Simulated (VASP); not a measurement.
TiO2, 12 atoms in the cell. The typed cell holds 12 atoms: a = 6.743 Å, b = 6.743 Å, c = 6.743 Å, α = 94.93°, β = 94.93°, γ = 145.89°. 

```yaml
Program: VASP 6.6.1
Task: single point
Functional: PBE
Potentials_or_basis: VASP PAW PBE potentials, release 64 (Ti_sv, O)
Cutoff: 520 eV
k_mesh: 3 × 3 × 2
Occupations: fermi-dirac, width 0.24 eV
Spin: no spin polarisation
Dipole_correction: no
Further_INCAR_settings: ALGO = Normal; EDIFF = 1e-07; NBANDS = 60
```

Potentials or basis: VASP PAW PBE potentials, release 64 (Ti_sv, O).

Run with:

```console
$ cat potpaw_PBE.64/Ti_sv/POTCAR potpaw_PBE.64/O/POTCAR > POTCAR
$ mpirun -np 1 vasp_std > vasp.out
```

Hardware: 1 thread of Intel(R) Xeon(R) Platinum 8488C (Sapphire Rapids) (shared host).

Question: Estimate the wall time of this run.

Answer: Wall time 2.6 min on 1 thread of Intel(R) Xeon(R) Platinum 8488C (Sapphire Rapids) (shared host), peak memory 0.36 GiB. Counts: scf iterations 21, k points 10.
